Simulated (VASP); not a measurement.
Crystal: RbBr.

```
Rb Br
1.0
     3.99831    0.00000    0.00000
     0.00000    3.99831    0.00000
     0.00000    0.00000    4.12793
Rb Br
1 1
Direct
  0.00000 0.00000 0.00000
  0.50000 0.50000 0.50000
```

This cell differs from its parent crystal: biaxial xy strain -3.1%.

Base run:

- Program: VASP 6.6.1
- Functional: r2SCAN
- Potentials or basis: VASP PAW PBE potentials, release 64 (Rb_sv, Br)
- Cutoff: 550 eV
- k mesh: 6 × 6 × 6
- Occupations: gaussian, width 0.01 eV
- Spin: no spin polarisation

Its results: band gap on the k mesh 5.01 eV (least direct gap 5.16 eV); pressure 1.3 GPa.

The run is repeated on the same cell with these changes: functional from r2SCAN to HSE06; cutoff from 550 eV to 400 eV; k mesh from 6 × 6 × 6 to 4 × 4 × 4. What comes out?

Band gap on the k mesh 5.44 eV (least direct gap 5.60 eV); pressure 1.7 GPa.

Several settings changed at once.

Caveats: the PAW data sets were made with another functional, which shifts forces and pressure a little.

A k mesh can miss the band edges.
